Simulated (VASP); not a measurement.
# PbF2 (Immm) in VASP: further runs, part 2 of 2

VASP 6.6.1. Earlier steps stand in the parts before.

## (4) Single point, PBE (strain +0.0150 x Voigt [0, 0, 0, 1, 0, 0])

File INCAR:

```
  PREC = Accurate
  ENCUT = 520
  EDIFF = 1E-7
  ISMEAR = 0
  SIGMA = 0.05
  LREAL = F
  LASPH = T
  NELM = 80
  ALGO = Normal
  ISIF = 2
  LWAVE = F
  LCHARG = F
  GGA = PE
  NBANDS = 21
```

File KPOINTS:

```
Automatic mesh
0
Gamma
  8 8 8
```

File POSCAR:

```
PbF2
1.0
    0.0000000000      2.9921238750      2.9921238750
    2.9698500000      0.0222738750      2.9698500000
    2.9698500000      2.9698500000      0.0222738750
Pb F
1 2
Direct
    0.0000000000      0.0000000000      0.0000000000
    0.2500000000      0.2500000000      0.2500000000
    0.7500000000      0.7500000000      0.7500000000
```

Potentials or basis: VASP PAW PBE potentials, release 64 (Pb_d, F).

Started as:

```sh
$ cat potpaw_PBE.64/Pb_d/POTCAR potpaw_PBE.64/F/POTCAR > POTCAR
$ mpirun -np 1 vasp_std > vasp.out
```

OUTCAR:

```text
PREC = Accurate
   ENCUT = 520
   EDIFF = 1E-7
   ISMEAR = 0
   LREAL = F
   LASPH = T
   NELM = 80
   ISIF = 2
   GGA = PE

 ion  position               nearest neighbor table
   1  0.000  0.000  0.000-   3 2.56   3 2.56   2 2.56   2 2.56   3 2.58   2 2.58   3 2.58   2 2.58

   2  0.250  0.250  0.250-   1 2.56   1 2.56   1 2.58   1 2.58
   3  0.750  0.750  0.750-   1 2.56   1 2.56   1 2.58   1 2.58

  LATTYP: Found a body centered orthorhombic cell.
 ALAT       =     4.1685021321
 B/A-ratio  =     1.0151133501
 C/A-ratio  =     1.4249003147

  Lattice vectors:

 A1 = (  -2.9698500000,   2.9698500000,   0.0222738750)
 A2 = (  -2.9698500000,  -2.9698500000,  -0.0222738750)
 A3 = (   2.9698500000,   0.0222738750,   2.9698500000)

Analysis of symmetry for initial positions (statically):
=====================================================================
 Subroutine PRICEL returns:
 Original cell was already a primitive cell.

 Routine SETGRP: Setting up the symmetry group for a
[... 166 lines left out ...]
  free energy    TOTEN  =       -14.33800249 eV

  energy without entropy =      -14.33800249  energy(sigma->0) =      -14.33800249

 E-fermi :   2.0946     XC(G=0):  -9.3753

 val. band max:        1.8145079937   @ k =   0.5000  -0.2500   0.2500
 cond. band min:       6.2297590190   @ k =   0.5000   0.5000   0.0000
 fundamental gap:      4.4152510253
 Fermi energy:         2.0946423245

 k-point     1 :       0.0000    0.0000    0.0000
  band No.  band energies     occupation
      1     -19.2348      2.00000
      2     -18.6250      2.00000
      3     -12.6187      2.00000
      4     -12.6169      2.00000
      5     -12.6149      2.00000
      6     -12.5628      2.00000
[... 565 lines left out ...]
     20      17.2856      0.00000
     21      18.4861      0.00000

 [... further k-points ...]

------------------------ aborting loop because EDIFF is reached ----------------------------------------

  FORCE on cell =-STRESS in cart. coord.  units (eV):
  Direction    XX          YY          ZZ          XY          YZ          ZX
  --------------------------------------------------------------------------------------
  -------------------------------------------------------------------------------------
  Total        0.6595244      0.6586092      0.6586092      0.0000000     -0.1603513      0.0000000
  in kB       20.1712290     20.1432356     20.1432356      0.0000000     -4.9042656      0.0000000
  external PRESSURE =      20.1525668 kB  Pullay stress =       0.0000000 kB

 VOLUME and BASIS-vectors are now :
 -----------------------------------------------------------------------------
  energy-cutoff  :      520.00
  volume of cell :       52.39
      direct lattice vectors                 reciprocal lattice vectors
     0.000000000  2.992123875  2.992123875    -0.168358671  0.167105381  0.167105381
     2.969850000  0.022273875  2.969850000     0.168358671 -0.169630903  0.169630903
     2.969850000  2.969850000  0.022273875     0.168358671  0.169630903 -0.169630903

 POSITION                                       TOTAL-FORCE (eV/Angst)
 -----------------------------------------------------------------------------------
      0.00000      0.00000      0.00000        -0.000000      0.000000      0.000000
      1.48493      1.49606      1.49606        -0.042560     -0.000000     -0.000000
      4.45477      4.48819      4.48819         0.042560      0.000000      0.000000
 -----------------------------------------------------------------------------------
    total drift:                                0.000000     -0.000000      0.000000

  FREE ENERGIE OF THE ION-ELECTRON SYSTEM (eV)
  ---------------------------------------------------
  free  energy   TOTEN  =       -14.3380024930 eV

  energy  without entropy=      -14.3380024930  energy(sigma->0) =      -14.33800249
```

OSZICAR:

```text
N       E                     dE             d eps       ncg     rms          rms(c)
DAV:   1     0.300443109722E+03    0.30044E+03   -0.14672E+04  4013   0.152E+03
DAV:   2     0.108659172477E+02   -0.28958E+03   -0.27138E+03  4292   0.426E+02
DAV:   3    -0.155167755375E+02   -0.26383E+02   -0.26093E+02  4736   0.138E+02
DAV:   4    -0.162594055096E+02   -0.74263E+00   -0.74216E+00  4551   0.243E+01
DAV:   5    -0.162850717619E+02   -0.25666E-01   -0.25664E-01  5075   0.472E+00    0.801E+00
DAV:   6    -0.143438915498E+02    0.19412E+01   -0.87919E+00  5351   0.232E+01    0.266E+00
DAV:   7    -0.143431542157E+02    0.73733E-03   -0.46425E-01  4270   0.408E+00    0.157E+00
DAV:   8    -0.143403704913E+02    0.27837E-02   -0.10478E-01  4225   0.354E+00    0.554E-01
DAV:   9    -0.143368539085E+02    0.35166E-02   -0.20407E-02  5304   0.107E+00    0.103E-01
DAV:  10    -0.143380107878E+02   -0.11569E-02   -0.15976E-03  4135   0.347E-01    0.341E-02
DAV:  11    -0.143379927950E+02    0.17993E-04   -0.13599E-04  4644   0.100E-01    0.976E-03
DAV:  12    -0.143380042219E+02   -0.11427E-04   -0.32040E-05  4316   0.464E-02    0.993E-03
DAV:  13    -0.143380024298E+02    0.17921E-05   -0.11350E-05  5509   0.316E-02    0.117E-03
DAV:  14    -0.143380024930E+02   -0.63221E-07   -0.56296E-07  4420   0.548E-03
   1 F= -.14338002E+02 E0= -.14338002E+02  d E =-.760966E-17
```

stdout:

```text
POSCAR found type information on POSCAR PbF
 POSCAR found :  2 types and       3 ions
 scaLAPACK will be used
 LDA part: xc-table for (Slater+PW92), standard interpolation
 POSCAR, INCAR and KPOINTS ok, starting setup
 FFT: planning ... GRIDC
 FFT: planning ... GRID_SOFT
 FFT: planning ... GRID
 WAVECAR not read
 entering main loop
```

Run time: 58 s. Hardware: 1 thread of Intel Xeon Platinum 8259CL at 2.50GHz (Skylake/Cascade Lake), shared host; peak memory 0.23 GiB.

Results:

```
Free energy            : -14.3380 eV
Pressure               : 2.0 GPa
Largest force          : 0.043 eV/Å
Band gap on the k mesh : 4.42 eV, indirect (least direct gap 4.56 eV)
```

Forces on the atoms (eV/Å):
```
Pb   0.000  0.000  0.000
F   -0.043  0.000  0.000
F    0.043  0.000  0.000
```

Levels at points of the mesh, in eV from the valence-band top:
| k point | band 10 | band 11 | band 12 | band 13 | band 14 | band 15 | band 16 | band 17 | band 18 | band 19 |
| --- | --- | --- | --- | --- | --- | --- | --- | --- | --- | --- |
| (0.00, 0.00, 0.00) | -2.43 | -2.42 | -1.97 | -1.94 | -1.92 | 6.67 | 6.77 | 6.87 | 10.62 | 15.13 |
| (0.50, 0.00, 0.00) | -2.64 | -2.62 | -2.11 | -2.11 | -0.04 | 4.99 | 7.61 | 7.73 | 13.22 | 13.70 |
| (0.00, 0.50, 0.00) | -2.65 | -2.63 | -2.11 | -2.11 | -0.01 | 5.07 | 7.57 | 7.68 | 13.19 | 13.64 |
| (0.50, 0.50, 0.00) | -3.50 | -1.52 | -1.52 | -1.52 | -0.15 | 4.42 | 7.88 | 7.88 | 8.97 | 14.17 |
| (0.00, 0.50, 0.50) | -3.49 | -1.53 | -1.52 | -1.52 | -0.15 | 4.42 | 7.79 | 7.97 | 8.97 | 14.17 |

Caveat: the cell differs from its parent crystal (strain +0.0150 x Voigt [0, 0, 0, 1, 0, 0]); spin-orbit coupling is left out, which moves the levels of the heavy elements. A k mesh can miss the band edges.

## (5) Single point, PBE (strain +0.0525 x Voigt [0, 0, 0, 1, 0, 0])

File INCAR:

```
PREC = Accurate ; ENCUT = 520
EDIFF = 1E-6 ; ISMEAR = 0
SIGMA = 0.05 ; LREAL = F
LASPH = T ; NELM = 60
ALGO = Normal ; ISIF = 2
LWAVE = F ; LCHARG = T
GGA = PE ; LELF = T
LVHAR = T ; NBANDS = 21
```

KPOINTS is that of step 4.

File POSCAR:

```
PbF2
1.0
    0.0000000000      3.0478085625      3.0478085625
    2.9698500000      0.0779585625      2.9698500000
    2.9698500000      2.9698500000      0.0779585625
Pb F
1 2
Direct
    0.0000000000      0.0000000000      0.0000000000
    0.2500000000      0.2500000000      0.2500000000
    0.7500000000      0.7500000000      0.7500000000
```

Started as:

```sh
$ cat potpaw_PBE.64/Pb_d/POTCAR potpaw_PBE.64/F/POTCAR > POTCAR
$ mpirun -np 1 vasp_std > vasp.out
```

It took 58 s on 1 thread of Intel Xeon Platinum 8259CL at 2.50GHz (Skylake/Cascade Lake), shared host; peak memory 0.23 GiB.

Results (log left out):

```yaml
Free_energy: -14.3239 eV
Pressure: 2.3 GPa
Largest_force: 0.151 eV/Å
Band_gap_on_the_k_mesh: 4.38 eV, indirect (least direct gap 4.54 eV)
```

Forces in eV/Å, atoms in the order of the input:
```
Pb   0.000  0.000  0.000
F   -0.151  0.000  0.000
F    0.151  0.000  0.000
```

Stress tensor (GPa, compression positive):
```
 2.27  0.00  0.00
 0.00  2.25 -1.73
 0.00 -1.73  2.25
```

Levels at points of the mesh, in eV from the valence-band top:
```
           k point  band 12  band 13  band 14  band 15  band 16  band 17
(0.00, 0.00, 0.00)    -2.07    -1.98    -1.89     6.40     6.75     7.10
(0.50, 0.00, 0.00)    -2.14    -2.13    -0.10     4.86     7.51     7.92
(0.00, 0.50, 0.00)    -2.16    -2.15     0.00     5.14     7.34     7.75
(0.50, 0.50, 0.00)    -1.57    -1.56    -0.16     4.38     7.84     7.87
(0.00, 0.50, 0.50)    -1.57    -1.53    -0.17     4.40     7.54     8.17
```

Caveat: the cell differs from its parent crystal (strain +0.0525 x Voigt [0, 0, 0, 1, 0, 0]); spin-orbit coupling is left out, which moves the levels of the heavy elements. A k mesh can miss the band edges.

## (6) Overview

```tsv
cell	gap on the mesh (eV)	pressure (GPa)	largest force (eV/Å)
a = 4.295, b = 4.201, c = 4.201 Å, angles 58.5, 59.3, 59.3°, 3 atoms	4.39	2.2	0.13
a = 4.137, b = 4.200, c = 4.200 Å, angles 61.0, 60.5, 60.5°, 3 atoms	4.41	2.1	0.09
a = 4.232, b = 4.200, c = 4.200 Å, angles 59.5, 59.8, 59.8°, 3 atoms	4.42	2.0	0.04
a = 4.310, b = 4.201, c = 4.201 Å, angles 58.3, 59.1, 59.1°, 3 atoms	4.38	2.3	0.15
```

Alike in all rows: task single point; level PBE; potentials or basis VASP PAW PBE potentials, release 64 (Pb_d, F); no spin polarisation; k mesh 8 × 8 × 8; cutoff (eV) 520; smearing gaussian 0.05 eV.

Caveats: spin-orbit coupling is left out, which moves the levels of the heavy elements.

Absolute energies hang on the potentials; compare differences alone.
